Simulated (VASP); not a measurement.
# Au (Im-3m) in VASP: a series of runs

The runs below take Au through single point, with PBEsol.

Program: VASP 6.6.1. These are calculated values, not measurements. Logs are shortened: lines on timing, memory, paths and dates and some standing lists are left out, and cuts for length are marked.

**1. The cell of the first run**

It takes space group Im-3m (No. 229, cubic). Conventional cell: a = 3.107 Å, b = 3.107 Å, c = 3.107 Å, α = 90.00°, β = 90.00°, γ = 90.00°. Within 3.5 Å of Au (site symmetry m-3m) lie 14 Au at 2.69 to 3.11 Å.

**2. Single point, PBEsol (volume scaled by 0.88)**

The input, INCAR:

```
SYSTEM = Au
ALGO = Normal
EDIFF = 1E-6
ENCUT = 520
GGA = PS
ISIF = 2
ISMEAR = 0
LASPH = .True.
LCHARG = .False.
LREAL = .False.
LWAVE = .False.
NBANDS = 12
NELM = 80
PREC = Accurate
SIGMA = 0.1
```

The input, KPOINTS:

```
k-points
0
Gamma
  18 18 18
  0 0 0
```

The input, POSCAR:

```
Au
1.0
   -1.5534486502      1.5534486502      1.5534486502
    1.5534486502     -1.5534486502      1.5534486502
    1.5534486502      1.5534486502     -1.5534486502
Au
1
Direct
    0.0000000000      0.0000000000      0.0000000000
```

Potentials or basis: VASP PAW PBE potentials, release 64 (Au).

On the command line:

```sh
> cat potpaw_PBE.64/Au/POTCAR > POTCAR
> mpirun -np 1 vasp_std > vasp.out
```

OUTCAR:

```text
SYSTEM = Au
   EDIFF = 1E-6
   ENCUT = 520
   GGA = PS
   ISIF = 2
   ISMEAR = 0
   LASPH = .True.
   LREAL = .False.
   NELM = 80
   PREC = Accurate

 ion  position               nearest neighbor table
   1  0.000  0.000  0.000-

  LATTYP: Found a body centered cubic cell.
 ALAT       =     3.1068973004

  Lattice vectors:

 A1 = (  -1.5534486502,   1.5534486502,   1.5534486502)
 A2 = (   1.5534486502,  -1.5534486502,   1.5534486502)
 A3 = (   1.5534486502,   1.5534486502,  -1.5534486502)

Analysis of symmetry for initial positions (statically):
=====================================================================
 Subroutine PRICEL returns:
 Original cell was already a primitive cell.

 Routine SETGRP: Setting up the symmetry group for a
 body centered cubic supercell.

 Subroutine GETGRP returns: Found 48 space group operations
 (whereof 48 operations were pure point group operations)
 out of a pool of 48 trial point group operations.

The static configuration has the point symmetry O_h .

Analysis of symmetry for dynamics (positions and initial velocities):
=====================================================================
 Subroutine PRICEL returns:
 Original cell was already a primitive cell.

 Routine SETGRP: Setting up the symmetry group for a
 body centered cubic supercell.

 Subroutine GETGRP returns: Found 48 space group operations
 (whereof 48 operations were pure point group operations)
 out of a pool of 48 trial point group operations.

The dynamic configuration has the point symmetry O_h .

 Subroutine INISYM returns: Found 48 space group operations
 (whereof 48 operations are pure point group operations),
 and found     1 'primitive' translations

----------------------------------------------------------------------------------------

                                     Primitive cell

  volume of cell :      14.9951

  direct lattice vectors                    reciprocal lattice vectors
    -1.553448650  1.553448650  1.553448650     0.000000000  0.321864517  0.321864517
     1.553448650 -1.553448650  1.553448650     0.321864517  0.000000000  0.321864517
     1.553448650  1.553448650 -1.553448650     0.321864517  0.321864517  0.000000000

  length of vectors
     2.690651989  2.690651989  2.690651989     0.455185166  0.455185166  0.455185166

  position of ions in fractional coordinates (direct lattice)
     0.000000000  0.000000000  0.000000000

  ion indices of the primitive-cell ions
   primitive index   ion index
                 1           1

----------------------------------------------------------------------------------------

 KPOINTS: k-points

Automatic generation of k-mesh.
 Grid dimensions read from file:
 generate k-points for:   18   18   18

 Generating k-lattice:

  Cartesian coordinates                     Fractional coordinates (reciprocal lattice)
     0.000000000  0.017881362  0.017881362     0.055555556  0.000000000  0.000000000
     0.017881362  0.000000000  0.017881362     0.000000000  0.055555556  0.000000000
     0.017881362  0.017881362  0.000000000     0.000000000  0.000000000  0.055555556

  Length of vectors
     0.025288065  0.025288065  0.025288065

  Shift w.r.t. Gamma in fractional coordinates (k-lattice)
     0.000000000  0.000000000  0.000000000

 Subroutine IBZKPT returns following result:
 ===========================================

 Found    195 irreducible k-points:

 Following reciprocal coordinates:
            Coordinates               Weight
  0.000000  0.000000  0.000000      1.000000
  0.055556  0.000000  0.000000     12.000000
  0.111111  0.000000  0.000000     12.000000
  0.166667  0.000000  0.000000     12.000000
  0.222222  0.000000  0.000000     12.000000
  0.277778  0.000000  0.000000     12.000000
[... 16 lines left out ...]
  0.333333  0.111111  0.000000     48.000000
  0.388889  0.111111  0.000000     48.000000
 [... further k-points ...]
   k-points           NKPTS =    195   k-points in BZ     NKDIM =    195   number of bands    NBANDS=     12
   number of dos      NEDOS =    301   number of ions     NIONS =      1
   total plane-waves  NPLWV =   8000
   dimension x,y,z NGX =    20 NGY =   20 NGZ =   20
   dimension x,y,z NGXF=    40 NGYF=   40 NGZF=   40
   ions per type =               1
   NGX,Y,Z   is equivalent  to a cutoff of  12.36, 12.36, 12.36 a.u.
   NGXF,Y,Z  is equivalent  to a cutoff of  24.71, 24.71, 24.71 a.u.
 SYSTEM =  Au
   PREC   = accura    normal or accurate (medium, high low for compatibility)
   ISTART =      0    job   : 0-new  1-cont  2-samecut
   ICHARG =      2    charge: 1-file 2-atom 10-const
   ISPIN  =      1    spin polarized calculation?
   LNONCOLLINEAR =      F non collinear calculations
   LSORBIT =      F    spin-orbit coupling
   LASPH  =      T    aspherical Exc in radial PAW
   ENCUT  =  520.0 eV  38.22 Ry    6.18 a.u.   5.00  5.00  5.00*2*pi/ulx,y,z
   NELM   =     80;   NELMIN=  2; NELMDL= -5     # of ELM steps
   EDIFF  = 0.1E-05   stopping-criterion for ELM
   LREAL  =      F    real-space projection
   EDIFFG = 0.1E-04   stopping-criterion for IOM
   NSW    =      0    number of steps for IOM
   IBRION =     -1    ionic relax: 0-MD 1-quasi-New 2-CG
   NFREE  =      0    steps in history (QN), initial steepest desc. (CG)
   ISIF   =      2    stress and relaxation
   ISYM   =      2    0-nonsym 1-usesym 2-fastsym
   POTIM  = 0.5000    time-step for ionic-motion
   TEBEG  =    0.0;   TEEND  =   0.0 temperature during run
   PSTRESS=    0.0 pullay stress
   NELECT =      11.0000    total number of electrons
   NUPDOWN=      -1.0000    fix difference up-down
   EMIN   =  10.00;   EMAX   =-10.00  energy-range for DOS
   EFERMI =   0.00;   METHOD = LEGACY
   ISMEAR =     0;   SIGMA  =   0.10  broadening in eV -4-tet -1-fermi 0-gaus
   EFERMI_NEDOS =   21; number of points for ismear=-14 and -15
   IALGO  =     38    algorithm
   IMIX   =      4    mixing-type and parameters
     AMIX     =   0.40;   BMIX     =  1.00
     AMIX_MAG =   1.60;   BMIX_MAG =  1.00
  volume/ion in A,a.u.               =      15.00       101.19
  Fermi-wavevector in a.u.,A,eV,Ry     =   1.476462  2.790108 29.659869  2.179939
  Thomas-Fermi vector in A             =   2.590985
   LORBIT       =      0    0 simple, 1 ext, 2 COOP (PROOUT), +10 PAW based schemes
   GGA     = PS    functional components
   LHFCALC =     F    Hartree Fock is set to
   AEXX    =    0.0000 exact exchange contribution
   IVDW    =     0    specifies the selected vdW correction
   LEPSILON=     F    determine dielectric tensor
   LRPA    =     F    only Hartree local field effects (RPA)
 non-spin polarized calculation
 Gauss-broadening in eV      SIGMA  =   0.10
  energy-cutoff  :      520.00
  volume of cell :       15.00
 maximum number of plane-waves:       420
   NGX =  9   NGY =  9   NGZ =  9

 number of electron      11.0000002 magnetization

 Free energy of the ion-electron system (eV)
  ---------------------------------------------------
  ext. energy  EPLUGINS =         0.00000000
  ---------------------------------------------------
  free energy    TOTEN  =        -3.72948372 eV

  energy without entropy =       -3.72885830  energy(sigma->0) =       -3.72917101

 E-fermi :  11.6024     XC(G=0): -13.6559

 val. band max:       11.5603460948   @ k =   0.3889   0.0556   0.0556
 cond. band min:      11.6319208200   @ k =  -0.3333   0.3333   0.3333
 fundamental gap:      0.0715747252
 Fermi energy:        11.6024306610

 k-point     1 :       0.0000    0.0000    0.0000
  band No.  band energies     occupation
      1       0.2224      2.00000
      2       5.9316      2.00000
      3       5.9316      2.00000
      4       5.9316      2.00000
      5       8.3223      2.00000
      6       8.3223      2.00000
      7      28.0063      0.00000
      8      28.0063      0.00000
      9      28.0063      0.00000
     10      38.0417      0.00000
     11      38.0417      0.00000
     12      38.3457      0.00000

 k-point     2 :       0.0556    0.0000    0.0000
  band No.  band energies     occupation
      1       0.3513      2.00000
      2       5.8846      2.00000
      3       5.9337      2.00000
      4       6.0304      2.00000
      5       8.2623      2.00000
      6       8.3255      2.00000
      7      28.0607      0.00000
      8      28.0794      0.00000
      9      28.1885      0.00000
     10      36.0889      0.00000
     11      36.5932      0.00000
     12      37.9457      0.00000

 k-point     3 :       0.1111    0.0000    0.0000
  band No.  band energies     occupation
      1       0.7269      2.00000
      2       5.7515      2.00000
      3       5.9342      2.00000
      4       6.3223      2.00000
      5       8.1173      2.00000
      6       8.3366      2.00000
      7      28.1246      0.00000
      8      28.1304      0.00000
      9      28.7218      0.00000
     10      34.4525      0.00000
     11      34.6684      0.00000
     12      36.7957      0.00000
[... 286 lines left out ...]
 k-point    23 :       0.3333    0.1111    0.0000
  band No.  band energies     occupation
      1       3.3774      2.00000
      2       4.7958      2.00000
      3       7.0678      2.00000
      4       8.1002      2.00000
      5       8.7609      2.00000
      6      10.7066      2.00000
      7      18.7862      0.00000
      8      24.3112      0.00000
      9      26.5758      0.00000
     10      33.3946      0.00000
     11      35.8833      0.00000
     12      36.4716      0.00000

 k-point    24 :       0.3889    0.1111    0.0000
  band No.  band energies     occupation
      1       3.3444      2.00000
      2       4.6985      2.00000
      3       7.6277      2.00000
      4       8.1566      2.00000
      5       9.0844      2.00000
      6      11.7492      0.03798
      7      16.8085      0.00000
      8      23.8049      0.00000
      9      25.8629      0.00000
     10      34.2465      0.00000
     11      35.3610      0.00000
     12      36.7543      0.00000

 [... further k-points ...]

------------------------ aborting loop because EDIFF is reached ----------------------------------------

  FORCE on cell =-STRESS in cart. coord.  units (eV):
  Direction    XX          YY          ZZ          XY          YZ          ZX
  --------------------------------------------------------------------------------------
  -------------------------------------------------------------------------------------
  Total        2.9698476      2.9698476      2.9698476     -0.0000000      0.0000000     -0.0000000
  in kB      317.3175132    317.3175132    317.3175132     -0.0000000      0.0000000     -0.0000000
  external PRESSURE =     317.3175132 kB  Pullay stress =       0.0000000 kB

 VOLUME and BASIS-vectors are now :
 -----------------------------------------------------------------------------
  energy-cutoff  :      520.00
  volume of cell :       15.00
      direct lattice vectors                 reciprocal lattice vectors
    -1.553448650  1.553448650  1.553448650     0.000000000  0.321864517  0.321864517
     1.553448650 -1.553448650  1.553448650     0.321864517  0.000000000  0.321864517
     1.553448650  1.553448650 -1.553448650     0.321864517  0.321864517  0.000000000

 POSITION                                       TOTAL-FORCE (eV/Angst)
 -----------------------------------------------------------------------------------
      0.00000      0.00000      0.00000         0.000000     -0.000000      0.000000
 -----------------------------------------------------------------------------------
    total drift:                                0.000000     -0.000000      0.000000

  FREE ENERGIE OF THE ION-ELECTRON SYSTEM (eV)
  ---------------------------------------------------
  free  energy   TOTEN  =        -3.7294837183 eV

  energy  without entropy=       -3.7288582994  energy(sigma->0) =       -3.72917101
```

Run time: 27 s. Hardware: 1 thread of AMD EPYC 7R13, shared host; peak memory 0.12 GiB.

Results:

| Item | Value |
| --- | --- |
| Free energy | -3.7295 eV |
| Pressure | 31.7 GPa |

Caveat: the PAW data sets were made with another functional, which shifts forces and pressure a little; spin-orbit coupling is left out, which moves the levels of the heavy elements.

**3. Single point, PBEsol (volume scaled by 0.91)**

The input, INCAR:

```
SYSTEM = Au
  PREC = Accurate
  ENCUT = 520
  EDIFF = 1E-7
  ISMEAR = 0
  SIGMA = 0.1
  LREAL = .False.
  LASPH = .True.
  NELM = 100
  ALGO = Fast
  ISIF = 2
  LWAVE = .False.
  LCHARG = .False.
  GGA = PS
  NBANDS = 12
```

The input, KPOINTS:

```
Automatic mesh
0
Gamma
  18 18 18
  0 0 0
```

The input, POSCAR:

```
Au
1.0
   -1.5709045905      1.5709045905      1.5709045905
    1.5709045905     -1.5709045905      1.5709045905
    1.5709045905      1.5709045905     -1.5709045905
Au
1
Direct
    0.0000000000      0.0000000000      0.0000000000
```

Potentials or basis: VASP PAW PBE potentials, release 64 (Au).

On the command line:

```sh
> cat potpaw_PBE.64/Au/POTCAR > POTCAR
> mpirun -np 1 vasp_std > vasp.out
```

Wall time 37 s (1 thread of AMD EPYC 7R13, shared host); peak memory 0.12 GiB.

It converged, with:

```yaml
Free_energy: -3.8138 eV
Pressure: 21.2 GPa
```

Levels at points of the mesh, in eV from the Fermi level:
```tsv
k point	band 2	band 3	band 4	band 5	band 6	band 7	band 8	band 9	band 10	band 11
(0.00, 0.00, 0.00)	-5.45	-5.45	-5.45	-3.18	-3.18	16.44	16.44	16.44	26.06	26.06
(0.50, 0.00, 0.00)	-6.74	-3.34	-2.91	-1.32	-1.15	4.15	12.34	14.56	23.30	23.42
(0.50, 0.50, 0.50)	-7.79	-1.79	-1.79	-1.79	6.33	6.33	6.33	10.89	17.11	17.11
```

Caveat: the PAW data sets were made with another functional, which shifts forces and pressure a little; spin-orbit coupling is left out, which moves the levels of the heavy elements.
